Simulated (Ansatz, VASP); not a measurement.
## Bi2Te3 in VASP and in Ansatz

The input INCAR:

```
SYSTEM = Bi2Te3
  PREC = Accurate
  ENCUT = 520
  EDIFF = 1E-8
  ISMEAR = -1
  SIGMA = 0.08
  LREAL = .FALSE.
  LASPH = .TRUE.
  NELM = 60
  ALGO = Normal
  ISIF = 2
  LWAVE = .FALSE.
  LCHARG = .FALSE.
  GGA = PS
  LEFG = .TRUE.
  NBANDS = 32
```

KPOINTS

```
regular mesh
0
G
  7 7 7
  0 0 0
```

The input POSCAR:

```
Bi2Te3
1.0
    2.1272105416      1.2281455788     10.1656700000
   -2.1272105416      1.2281455788     10.1656700000
    0.0000000000     -2.4562911576     10.1656700000
Bi Te
2 3
Direct
    0.4000000000      0.4000000000      0.4000000000
    0.6000000000      0.6000000000      0.6000000000
    0.0000000000      0.0000000000      0.0000000000
    0.2095000000      0.2095000000      0.2095000000
    0.7905000000      0.7905000000      0.7905000000
```

Input for Ansatz:

```yaml
crystal:
  lattice:
    - [2.1272105416, 1.2281455788, 10.16567]
    - [-2.1272105416, 1.2281455788, 10.16567]
    - [0.0, -2.4562911576, 10.16567]
  atoms:
    - { symbol: Bi, position: [0.4, 0.4, 0.4] }
    - { symbol: Bi, position: [0.6, 0.6, 0.6] }
    - { symbol: Te, position: [0.0, 0.0, 0.0] }
    - { symbol: Te, position: [0.2095, 0.2095, 0.2095] }
    - { symbol: Te, position: [0.7905, 0.7905, 0.7905] }
kpoints:
  mp_grid: { grid: [7, 7, 7] }
scf:
  occupations: { method: fermi_dirac, width: 0.08 }
hamiltonian:
  xc: pbesol
  pseudopotentials: { kind: all_electron, datasets: crystal }
output:
  forces: true
  stress: true
  eigenvalues: true
  efg: { contact_densities: true }
```

Change from the starting cell: equal xx and yy strain of -3 %, crystal datasets.

Alike in both runs: task electric field gradients; functional PBEsol; k mesh 7 × 7 × 7; occupations fermi-dirac, width 0.08 eV; no spin polarisation.

|  | VASP | Ansatz |
| --- | --- | --- |
| version | VASP 6.6.1 | Ansatz 0.2.0 |
| potentials or method | VASP PAW PBE potentials, release 64 (Bi_d, Te), cutoff 520 eV | all-electron PAW with datasets made for the crystal, scalar-relativistic |

Ansatz gave:

| Quantity | Value |
| --- | --- |
| pressure (GPa) | 2.9 |
| traceless stress, the component that is largest in VASP (GPa) | -0.74 |
| rms of the force components (eV/Å) | 0.091 |
| size of Vzz on the site where it differs most (V/Å²) | 125.5 |

**Question.** What did VASP give for the same quantities?

**Answer.** Pressure (GPa): 2.9; traceless stress, the component that is largest in VASP (GPa): -0.74; rms of the force components (eV/Å): 0.100; size of Vzz on the site where it differs most (V/Å²): 119.4.

VASP's potentials were made for PBE, not for PBEsol. Atom by atom the forces differ by 0.009 eV/Å (rms over components). Ansatz ran all-electron here, and VASP with PAW potentials.

Spin-orbit coupling is off throughout.
